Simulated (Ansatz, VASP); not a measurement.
**TlAgS2: VASP beside Ansatz**

The input INCAR:

```
SYSTEM = TlAgS2
PREC = Accurate
ENCUT = 520
EDIFF = 1E-7
ISMEAR = 0
SIGMA = 0.1
LREAL = .FALSE.
LASPH = .TRUE.
NELM = 150
ALGO = Normal
ISIF = 2
LWAVE = .FALSE.
LCHARG = .FALSE.
ISPIN = 2
MAGMOM = 0 1 0 0
LORBIT = 11
LMAXMIX = 4
GGA = PE
NBANDS = 30
```

KPOINTS

```
regular mesh
0
G
  4 4 4
  0 0 0
```

POSCAR

```
TlAgS2
1.0
    4.2027026000      0.0000000000      0.0000000000
    0.0000000000      4.2027026000      0.0000000000
    0.0000000000      0.0000000000      5.9928355000
Tl Ag S
1 1 2
Direct
    0.5000000000      0.5000000000      0.5000000000
    0.0000000000      0.0000000000      0.0000000000
    0.5000000000      0.0000000000      0.2409170000
    0.0000000000      0.5000000000      0.7590830000
```

Input for Ansatz:

```yaml
crystal:
  lattice:
    - [4.2027026, 0.0, 0.0]
    - [0.0, 4.2027026, 0.0]
    - [0.0, 0.0, 5.9928355]
  atoms:
    - { symbol: Tl, position: [0.5, 0.5, 0.5] }
    - { symbol: Ag, position: [0.0, 0.0, 0.0], spin: 1.0 }
    - { symbol: S, position: [0.5, 0.0, 0.240917] }
    - { symbol: S, position: [0.0, 0.5, 0.759083] }
basis:
  ecutwfc: 420
kpoints:
  mp_grid: { grid: [4, 4, 4] }
hamiltonian:
  xc: pbe
scf:
  occupations: { method: gaussian, width: 0.1 }
  lower_state_search: "off"
output:
  forces: true
  stress: true
  eigenvalues: true
  populations: true
magnetization:
  spin_polarized: true
```

Alike in both runs: task single point; functional PBE; k mesh 4 × 4 × 4; occupations gaussian, width 0.1 eV; collinear spin.

```csv
,VASP,Ansatz
version,VASP 6.6.1,Ansatz 0.2.0
potentials or method,"VASP PAW PBE potentials, release 64 (Tl_d, Ag, S), cutoff 520 eV","scalar-relativistic, plane waves, PAW"
valence electrons in the cell,36,44
```

Ansatz gave:

* gap on the k mesh at the Fermi level (eV): none
* pressure (GPa): 0.1
* traceless stress, the component that is largest in VASP (GPa): -0.07
* rms of the force components (eV/Å): 0.002
* net moment per atom (μB): 0.00

Question: Estimate VASP's values.

Answer: gap on the k mesh at the Fermi level (eV): none; pressure (GPa): 0.0; traceless stress, the component that is largest in VASP (GPa): -0.07; rms of the force components (eV/Å): 0.004; net moment per atom (μB): 0.00.

Atom by atom the forces differ by 0.002 eV/Å (rms over components). A gap of «none» marks a metal or a gap that the smearing closes. The functional is the same, so the differences come from potentials, cutoffs and numerics. VASP's potentials hold 36 valence electrons a cell and Ansatz's 44, so a difference there can come from the potentials and not from the codes. Ansatz's warnings: seeded moment not kept.

The k mesh is coarse, so the values compare programs but aren't converged. Spin-orbit coupling is off throughout.
